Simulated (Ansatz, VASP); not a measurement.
**One calculation of Si2W, two programs**

File INCAR:

```
PREC = Accurate ; ENCUT = 520
EDIFF = 1E-7 ; ISMEAR = 1
SIGMA = 0.1 ; LREAL = F
LASPH = T ; NELM = 60
ALGO = Normal ; ISIF = 2
LWAVE = F ; LCHARG = F
NBANDS = 18
```

KPOINTS

```
Automatic mesh
0
Gamma
  13 13 13
```

Contents of POSCAR:

```
Si2W
1.0
   -1.5628529849      1.5628529849      3.8076366252
    1.5628529849     -1.5628529849      3.8076366252
    1.5628529849      1.5628529849     -3.8076366252
Si W
2 1
Direct
    0.3347000000      0.3347000000      0.0000000000
    0.6653000000      0.6653000000      0.0000000000
    0.0000000000      0.0000000000      0.0000000000
```

Input for Ansatz:

```yaml
crystal:
  lattice:
    - [-1.5628529848510797, 1.5628529848510797, 3.8076366252055105]
    - [1.5628529848510797, -1.5628529848510797, 3.8076366252055105]
    - [1.5628529848510797, 1.5628529848510797, -3.8076366252055105]
  atoms:
    - { symbol: Si, position: [0.3347, 0.3347, 0.0] }
    - { symbol: Si, position: [0.6653, 0.6653, 0.0] }
    - { symbol: W, position: [0.0, 0.0, 0.0] }
basis:
  ecutwfc: 420.0
kpoints:
  mp_grid:
    grid: [13, 13, 13]
hamiltonian:
  xc: lda
  pseudopotentials:
    kind: paw
scf:
  occupations:
    method: cold
    width: 0.1
output:
  stress: true
```

Alike in both runs: task single point; functional LDA; k mesh 13 × 13 × 13; no spin polarisation.

|  | VASP | Ansatz |
| --- | --- | --- |
| version | VASP 6.6.1 | Ansatz 0.2.0 |
| potentials or method | VASP PAW LDA potentials, release 64 (Si, W_sv), cutoff 520 eV | plane waves, PAW |
| occupations | methfessel-paxton of order 1, width 0.1 eV | cold, width 0.1 eV |
| valence electrons in the cell | 22 | 22 |

```tsv
	VASP	Ansatz	Ansatz less VASP
pressure (GPa)	17.0	16.0	-1.01
traceless stress, the component that is largest in VASP (GPa)	2.04	1.98	-0.059
```

LDA's correlation is that of Perdew and Zunger in VASP and of Perdew and Wang (1992) in Ansatz.

Spin-orbit coupling is off throughout.
